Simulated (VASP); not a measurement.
Runs of VASP 6.6.1 on InSb2As3. The structure is that of space group R-3m (No. 166), or close to it. The cells are those of the table. 

```csv
task,cell,k mesh,cutoff (eV),gap on the mesh (eV),pressure (GPa),largest force (eV/Å)
single point,"a = 6.493 Å, angles 51.8°, 6 atoms",6 × 6 × 6,520,none,0.0,0.02
single point,"a = 7.306 Å, angles 41.8°, 6 atoms",3 × 3 × 3,520,none,-0.1,(a)
relaxation of cell and atoms,"relaxed from a = 6.084 Å, angles 61.4°, 6 atoms",3 × 3 × 3,600,none,0.0,-
single point,"a = 6.084 Å, angles 61.4°, 6 atoms",3 × 3 × 3,520,none,(b),0.05
```

Alike in all rows: level PBE; potentials or basis VASP PAW PBE potentials, release 64 (In_d, Sb, As); no spin polarisation; smearing gaussian 0.1 eV.

Task: Fill in the values left out.

Result: (a) 0.01; (b) -6.0.

Caveats: some runs use coarse meshes; spin-orbit coupling is left out, which moves the levels of the heavy elements.

A k mesh can miss the band edges, and the runs leave out spin-orbit coupling on As, In, Sb.

A gap of «none» marks levels without a gap at the run's occupations.
